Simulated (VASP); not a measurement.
Set up this calculation in VASP 6.6.1, as the native input.

- Task: single point
- Functional: revPBE
- Potentials or basis: VASP PAW PBE potentials, release 64 (Mo_sv)
- Cutoff: 520 eV
- k mesh: 11 × 11 × 11
- Occupations: fermi-dirac, width 0.1 eV
- Spin: no spin polarisation
- Dipole correction: no
- Further INCAR settings: ALGO = Normal; EDIFF = 1e-06; NBANDS = 21

The structure of Mo lies in POSCAR:

```
Mo
1.0
    0.0000000000      2.8202114637      2.8202114637
    2.8202114637      0.0000000000      2.8202114637
    2.8202114637      2.8202114637      0.0000000000
Mo
2
Direct
    0.1250000000      0.1250000000      0.1250000000
    0.8750000000      0.8750000000      0.8750000000
```

This cell differs from its parent crystal: volume scaled by 0.96.

One way to write it, as run:

INCAR

```
SYSTEM = Mo
PREC = Accurate
ENCUT = 520
EDIFF = 1E-6
ISMEAR = -1
SIGMA = 0.1
LREAL = .FALSE.
LASPH = .TRUE.
NELM = 60
ALGO = Normal
ISIF = 2
LWAVE = .FALSE.
LCHARG = .FALSE.
GGA = RE
NBANDS = 21
```

KPOINTS

```
Automatic mesh
0
G
  11 11 11
  0 0 0
```

Potentials or basis: VASP PAW PBE potentials, release 64 (Mo_sv).

Run with:

```bash
$ cat potpaw_PBE.64/Mo_sv/POTCAR > POTCAR
$ mpirun -np 1 vasp_std > vasp.out
```

Results of the run:

| Quantity | Value |
| --- | --- |
| Pressure | 4.9 GPa |
| Band gap on the k mesh | zero (band 14 reaches 7.46 eV, above the bottom of band 15 at 7.01 eV) |

Caveat: the PAW data sets were made with another functional, which shifts forces and pressure a little.

Run time: 26 s on 1 thread of Intel(R) Xeon(R) 6975P-C (Granite Rapids), with other jobs on the host, peak memory 0.19 GiB.
